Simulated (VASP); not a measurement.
SiNi3, 4 atoms in the cell. Symmetry: Pm-3m, No. 221, cubic system. Conventional cell: a = 3.505 Å, b = 3.505 Å, c = 3.505 Å, α = 90.00°, β = 90.00°, γ = 90.00°. Within 3.3 Å of Si (site symmetry m-3m) lie 12 Ni at 2.48 Å. Ni (site symmetry 4/mmm) has 4 Si at 2.48 Å and 8 Ni at 2.48 Å within 3.3 Å. 

```yaml
Program: VASP 6.6.1
Task: single point
Functional: PBE
Potentials_or_basis: VASP PAW PBE potentials, release 64 (Si, Ni)
Cutoff: 600 eV
k_mesh: 6 × 6 × 6
Occupations: gaussian, width 0.1 eV
Spin: no spin polarisation
Dipole_correction: no
Further_INCAR_settings: ALGO = Normal; EDIFF = 1e-06; NBANDS = 25
```

Potentials or basis: VASP PAW PBE potentials, release 64 (Si, Ni).

Run with:

```bash
$ cat potpaw_PBE.64/Si/POTCAR potpaw_PBE.64/Ni/POTCAR > POTCAR
$ mpirun -np 1 vasp_std > vasp.out
```

Hardware: 1 thread of Intel(R) Xeon(R) Platinum 8488C (Sapphire Rapids), with other jobs on the host.

Q: How long does it take, and how much memory?

A: Wall time 24 s on 1 thread of Intel(R) Xeon(R) Platinum 8488C (Sapphire Rapids), with other jobs on the host, peak memory 0.16 GiB. Counts: scf iterations 15, k points 20.
